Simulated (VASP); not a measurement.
# HfSi3 in VASP: notebook, part 2 of 2

VASP 6.6.1. Earlier steps stand in the parts before.

## Step 4: Single point, PBE

This run uses another cell than the first one, of 16.00 Å³/atom.

Input file INCAR:

```
SYSTEM = HfSi3
  PREC = Accurate
  ENCUT = 520
  EDIFF = 1E-6
  ISMEAR = 0
  SIGMA = 0.05
  LREAL = .False.
  LASPH = .True.
  NELM = 60
  ALGO = Normal
  ISIF = 2
  LWAVE = .False.
  LCHARG = .False.
  GGA = PE
  NBANDS = 19
```

Input file KPOINTS:

```
Automatic mesh
0
Gamma
  8 8 8
  0 0 0
```

Input file POSCAR:

```
HfSi3
1.0
    3.9735079819      0.0000000000      0.0000000000
    0.0000000000      4.0529781415      0.0000000000
    0.0000000000      0.0000000000      3.9735079819
Hf Si
1 3
Direct
    0.0000000000      0.0000000000      0.0000000000
    0.0000000000      0.5000000000      0.5000000000
    0.5000000000      0.5000000000      0.0000000000
    0.5000000000      0.0000000000      0.5000000000
```

Command:

```bash
$ cat potpaw_PBE.64/Hf_pv/POTCAR potpaw_PBE.64/Si/POTCAR > POTCAR
$ mpirun -np 1 vasp_std > vasp.out
```

Run time: 62 s. Hardware: 1 thread of Intel Xeon Platinum 8259CL at 2.50GHz (Skylake/Cascade Lake), shared host; peak memory 0.22 GiB.

The run converged. Its results:

- Free energy: -26.4109 eV
- Pressure: -2.3 GPa
- Band gap on the k mesh: zero (bands 11 and 12 overlap by 1.89 eV)

Stress tensor (GPa, compression positive):
```
-2.20  0.00  0.00
 0.00 -2.46  0.00
 0.00  0.00 -2.20
```

Levels at points of the mesh, in eV from the Fermi level:
| k point | band 7 | band 8 | band 9 | band 10 | band 11 | band 12 | band 13 | band 14 | band 15 | band 16 |
| --- | --- | --- | --- | --- | --- | --- | --- | --- | --- | --- |
| (0.00, 0.00, 0.00) | -4.30 | -4.06 | -4.06 | -0.14 | -0.04 | -0.04 | 0.04 | 2.07 | 2.10 | 2.10 |
| (0.50, 0.00, 0.00) | -4.21 | -3.86 | -3.75 | -1.24 | -1.04 | -0.21 | 0.31 | 0.50 | 2.67 | 2.72 |
| (0.00, 0.50, 0.00) | -4.22 | -3.78 | -3.60 | -1.05 | -1.05 | -0.20 | 0.05 | 0.51 | 2.87 | 2.91 |
| (0.50, 0.50, 0.00) | -6.97 | -2.99 | -2.89 | -1.02 | -0.84 | 0.72 | 0.75 | 0.85 | 1.59 | 3.87 |
| (0.50, 0.00, 0.50) | -6.95 | -3.07 | -3.07 | -1.21 | -1.18 | 0.51 | 0.51 | 0.98 | 1.79 | 4.11 |
| (0.50, 0.50, 0.50) | -6.72 | -5.04 | -4.94 | -4.94 | -1.02 | 2.03 | 2.22 | 3.82 | 3.82 | 3.94 |

Caveat: spin-orbit coupling is left out, which moves the levels of the heavy elements.

## Step 5: Single point, PBE (atoms moved at random and the cell strained at random)

Input file INCAR:

```
PREC     = Accurate       # precision mode
ENCUT    = 520            # plane-wave cutoff, eV
EDIFF    = 1E-6           # SCF threshold, eV
ISMEAR   = 0              # smearing method
SIGMA    = 0.05           # smearing width, eV
LREAL    = F              # projectors in reciprocal space
LASPH    = T              # aspherical terms in the spheres
NELM     = 100            # most SCF steps
ALGO     = Normal         # electronic algorithm
ISIF     = 2              # what is computed and relaxed
LWAVE    = F              # write WAVECAR
LCHARG   = F              # write CHGCAR
GGA      = PE             # functional
NBANDS   = 19             # bands
```

Input file KPOINTS:

```
Automatic mesh
0
Gamma
  8 8 8
```

Input file POSCAR:

```
HfSi3
1.0
    3.9927472028      0.0567041262     -0.0289458273
    0.0567041262      3.9564962018      0.0173656419
   -0.0289458273      0.0173656419      3.9587752969
Hf Si
1 3
Direct
    0.0043753433     -0.0040990611     -0.0036686640
    0.0027397593      0.5080257280      0.5076469226
    0.4938348448      0.4961671303      0.0027516540
    0.4990500526     -0.0000937972      0.4932700874
```

Potentials or basis: VASP PAW PBE potentials, release 64 (Hf_pv, Si).

Command:

```bash
$ cat potpaw_PBE.64/Hf_pv/POTCAR potpaw_PBE.64/Si/POTCAR > POTCAR
$ mpirun -np 1 vasp_std > vasp.out
```

OUTCAR:

```text
PREC = Accurate
   ENCUT = 520
   EDIFF = 1E-6
   ISMEAR = 0
   LREAL = F
   LASPH = T
   NELM = 100
   ISIF = 2
   GGA = PE

 ion  position               nearest neighbor table
   1  0.004  0.996  0.996-   3 2.74   2 2.74   4 2.77   2 2.79   2 2.79   3 2.80   4 2.81   3 2.82
                             4 2.83   4 2.84   2 2.88   3 2.88
   2  0.003  0.508  0.508-   1 2.74   3 2.75   4 2.76   4 2.78   1 2.79   1 2.79   4 2.82   3 2.82
                             3 2.83   3 2.84   1 2.88   4 2.88
   3  0.494  0.496  0.003-   1 2.74   4 2.75   2 2.75   4 2.80   1 2.80   2 2.82   1 2.82   4 2.82
                             4 2.83   2 2.83   2 2.84   1 2.88
   4  0.499  1.000  0.493-   3 2.75   2 2.76   1 2.77   2 2.78   3 2.80   1 2.81   2 2.82   3 2.82
                             1 2.83   3 2.83   1 2.84   2 2.88

  LATTYP: Found a triclinic cell.
 ALAT       =     5.5410250032
 B/A-ratio  =     0.7141170855
 C/A-ratio  =     0.7144741638
 COS(alpha) =     0.0086696851
 COS(beta)  =     0.0166385526
 COS(gamma) =     0.6935815403

  Lattice vectors:

 A1 = (   3.9360430766,  -3.8997920756,  -0.0463114692)
 A2 = (  -0.0567041262,  -3.9564962018,  -0.0173656419)
 A3 = (   0.0289458273,  -0.0173656419,  -3.9587752969)

Analysis of symmetry for initial positions (statically):
=====================================================================
 Subroutine PRICEL returns:
 Original cell was already a primitive cell.

 Routine SETGRP: Setting up the symmetry group for a
 triclinic supercell.

 Subroutine GETGRP returns: Found  1 space group operations
 (whereof  1 operations were pure point group operations)
 out of a pool of  2 trial point group operations.

The static configuration has the point symmetry C_1 .

Analysis of symmetry for dynamics (positions and initial velocities):
=====================================================================
 Subroutine PRICEL returns:
 Original cell was already a primitive cell.

 Routine SETGRP: Setting up the symmetry group for a
 triclinic supercell.

 Subroutine GETGRP returns: Found  1 space group operations
 (whereof  1 operations were pure point group operations)
 out of a pool of  2 trial point group operations.

The dynamic configuration has the point symmetry C_1 .

 Subroutine INISYM returns: Found  1 space group operations
 (whereof  1 operations are pure point group operations),
 and found     1 'primitive' translations

----------------------------------------------------------------------------------------

                                     Primitive cell

  volume of cell :      62.5206

  direct lattice vectors                    reciprocal lattice vectors
     3.992747203  0.056704126 -0.028945827     0.250518622 -0.003598518  0.001847531
     0.056704126  3.956496202  0.017365642    -0.003598518  0.252805441 -0.001135273
    -0.028945827  0.017365642  3.958775297     0.001847531 -0.001135273  0.252621864

  length of vectors
     3.993254743  3.956940626  3.958919206     0.250551278  0.252833599  0.252631170

  position of ions in fractional coordinates (direct lattice)
     0.004375343  0.995900939  0.996331336
     0.002739759  0.508025728  0.507646923
     0.493834845  0.496167130  0.002751654
     0.499050053  0.999906203  0.493270087

  ion indices of the primitive-cell ions
   primitive index   ion index
                 1           1
                 2           2
[... 32 lines left out ...]
  0.125000 -0.000000 -0.000000      2.000000
  0.250000 -0.000000 -0.000000      2.000000
  0.375000  0.000000 -0.000000      2.000000
  0.500000 -0.000000 -0.000000      1.000000
  0.000000  0.125000  0.000000      2.000000
[... 16 lines left out ...]
  0.125000  0.375000  0.000000      2.000000
  0.250000  0.375000 -0.000000      2.000000
 [... further k-points ...]
   k-points           NKPTS =    260   k-points in BZ     NKDIM =    260   number of bands    NBANDS=     19
   number of dos      NEDOS =    301   number of ions     NIONS =      4
   total plane-waves  NPLWV =  27000
   dimension x,y,z NGX =    30 NGY =   30 NGZ =   30
   dimension x,y,z NGXF=    60 NGYF=   60 NGZF=   60
   ions per type =               1   3
   NGX,Y,Z   is equivalent  to a cutoff of  12.49, 12.60, 12.60 a.u.
   NGXF,Y,Z  is equivalent  to a cutoff of  24.98, 25.21, 25.20 a.u.
 SYSTEM =  unknown system
   PREC   = accura    normal or accurate (medium, high low for compatibility)
   ISTART =      0    job   : 0-new  1-cont  2-samecut
   ICHARG =      2    charge: 1-file 2-atom 10-const
   ISPIN  =      1    spin polarized calculation?
   LNONCOLLINEAR =      F non collinear calculations
   LSORBIT =      F    spin-orbit coupling
   LASPH  =      T    aspherical Exc in radial PAW
   ENCUT  =  520.0 eV  38.22 Ry    6.18 a.u.   7.42  7.36  7.36*2*pi/ulx,y,z
   NELM   =    100;   NELMIN=  2; NELMDL= -5     # of ELM steps
   EDIFF  = 0.1E-05   stopping-criterion for ELM
   LREAL  =      F    real-space projection
   EDIFFG = 0.1E-04   stopping-criterion for IOM
   NSW    =      0    number of steps for IOM
   IBRION =     -1    ionic relax: 0-MD 1-quasi-New 2-CG
   NFREE  =      0    steps in history (QN), initial steepest desc. (CG)
   ISIF   =      2    stress and relaxation
   ISYM   =      2    0-nonsym 1-usesym 2-fastsym
   POTIM  = 0.5000    time-step for ionic-motion
   TEBEG  =    0.0;   TEEND  =   0.0 temperature during run
   PSTRESS=    0.0 pullay stress
   NELECT =      22.0000    total number of electrons
   NUPDOWN=      -1.0000    fix difference up-down
   EMIN   =  10.00;   EMAX   =-10.00  energy-range for DOS
   EFERMI =   0.00;   METHOD = LEGACY
   ISMEAR =     0;   SIGMA  =   0.05  broadening in eV -4-tet -1-fermi 0-gaus
   EFERMI_NEDOS =   21; number of points for ismear=-14 and -15
   IALGO  =     38    algorithm
   IMIX   =      4    mixing-type and parameters
     AMIX     =   0.40;   BMIX     =  1.00
     AMIX_MAG =   1.60;   BMIX_MAG =  1.00
  volume/ion in A,a.u.               =      15.63       105.48
  Fermi-wavevector in a.u.,A,eV,Ry     =   1.155779  2.184105 18.174991  1.335824
  Thomas-Fermi vector in A             =   2.292404
   LORBIT       =      0    0 simple, 1 ext, 2 COOP (PROOUT), +10 PAW based schemes
   GGA     = PE    functional components
   LHFCALC =     F    Hartree Fock is set to
   AEXX    =    0.0000 exact exchange contribution
   IVDW    =     0    specifies the selected vdW correction
   LEPSILON=     F    determine dielectric tensor
   LRPA    =     F    only Hartree local field effects (RPA)
 non-spin polarized calculation
 Gauss-broadening in eV      SIGMA  =   0.05
  energy-cutoff  :      520.00
  volume of cell :       62.52
 maximum number of plane-waves:      1715
 NGX is ok and might be reduce to    30
   NGX = 15   NGY = 15   NGZ = 15

 number of electron      22.0000000 magnetization

 Free energy of the ion-electron system (eV)
  ---------------------------------------------------
  ext. energy  EPLUGINS =         0.00000000
  ---------------------------------------------------
  free energy    TOTEN  =       -26.39685762 eV

  energy without entropy =      -26.39404433  energy(sigma->0) =      -26.39545097

 E-fermi :   9.2519     XC(G=0): -11.4379

 val. band max:        9.2484955284   @ k =   0.0000   0.0000   0.0000
 cond. band min:       9.2539190288   @ k =   0.0000   0.1250   0.0000
 fundamental gap:      0.0054235004
 Fermi energy:         9.2519131799

 k-point     1 :       0.0000    0.0000    0.0000
  band No.  band energies     occupation
      1     -22.0423      2.00000
      2     -22.0328      2.00000
      3     -22.0195      2.00000
      4      -4.1640      2.00000
      5       3.1873      2.00000
      6       3.2953      2.00000
[... 505 lines left out ...]
      6       2.0085      2.00000
[... 11 lines left out ...]
     18      14.6018      0.00000
     19      15.5263      0.00000

 [... further k-points ...]

------------------------ aborting loop because EDIFF is reached ----------------------------------------

  FORCE on cell =-STRESS in cart. coord.  units (eV):
  Direction    XX          YY          ZZ          XY          YZ          ZX
  --------------------------------------------------------------------------------------
  -------------------------------------------------------------------------------------
  Total        0.0566530      0.2965109      0.1589407     -0.4684823     -0.1145624      0.2746619
  in kB        1.4518125      7.5985019      4.0730761    -12.0055092     -2.9358210      7.0385927
  external PRESSURE =       4.3744635 kB  Pullay stress =       0.0000000 kB

 VOLUME and BASIS-vectors are now :
 -----------------------------------------------------------------------------
  energy-cutoff  :      520.00
  volume of cell :       62.52
      direct lattice vectors                 reciprocal lattice vectors
     3.992747203  0.056704126 -0.028945827     0.250518622 -0.003598518  0.001847531
     0.056704126  3.956496202  0.017365642    -0.003598518  0.252805441 -0.001135273
    -0.028945827  0.017365642  3.958775297     0.001847531 -0.001135273  0.252621864

 POSITION                                       TOTAL-FORCE (eV/Angst)
 -----------------------------------------------------------------------------------
      0.04510      3.95783      3.96142        -0.270788      0.218397      0.072332
      0.02505      2.01897      2.01840        -0.064513     -0.267949     -0.249111
      1.99981      1.99113      0.00521         0.243661     -0.003143      0.041295
      2.03500      3.99299      1.95566         0.091640      0.052695      0.135483
 -----------------------------------------------------------------------------------
    total drift:                                0.000057     -0.000103     -0.000108

  FREE ENERGIE OF THE ION-ELECTRON SYSTEM (eV)
  ---------------------------------------------------
  free  energy   TOTEN  =       -26.3968576224 eV

  energy  without entropy=      -26.3940443259  energy(sigma->0) =      -26.39545097
```

Run time: 3.3 min. Hardware: 1 thread of Intel Xeon Platinum 8259CL at 2.50GHz (Skylake/Cascade Lake), shared host; peak memory 0.39 GiB.

Results:

```
Free energy            : -26.3969 eV
Pressure               : 0.4 GPa
Largest force          : 0.372 eV/Å
Band gap on the k mesh : zero (bands 11 and 12 overlap by 1.94 eV)
```

Forces in eV/Å, atoms in the order of the input:
```
Hf  -0.271  0.218  0.072
Si  -0.065 -0.268 -0.249
Si   0.244 -0.003  0.041
Si   0.092  0.053  0.135
```

Caveat: the cell differs from its parent crystal (atoms moved at random and the cell strained at random); spin-orbit coupling is left out, which moves the levels of the heavy elements.

## Step 6: Summary

| cell | gap on the mesh (eV) | pressure (GPa) | largest force (eV/Å) |
| --- | --- | --- | --- |
| a = 3.974 Å, 4 atoms, atomic positions A | none | -0.1 | 0.28 |
| a = 3.974, b = 4.053 Å, 4 atoms, atomic positions B | none | -2.3 | - |
| a = 3.993, b = 3.957, c = 3.959 Å, angles 89.5, 90.8, 88.4°, 4 atoms, atomic positions C | none | 0.4 | 0.37 |

Alike in all rows: task single point; level PBE; potentials or basis VASP PAW PBE potentials, release 64 (Hf_pv, Si); no spin polarisation; k mesh 8 × 8 × 8; cutoff (eV) 520; smearing gaussian 0.05 eV.

Caveats: spin-orbit coupling is left out, which moves the levels of the heavy elements.

Total energies depend on the potentials used, so only differences within one code and one set of settings carry meaning.
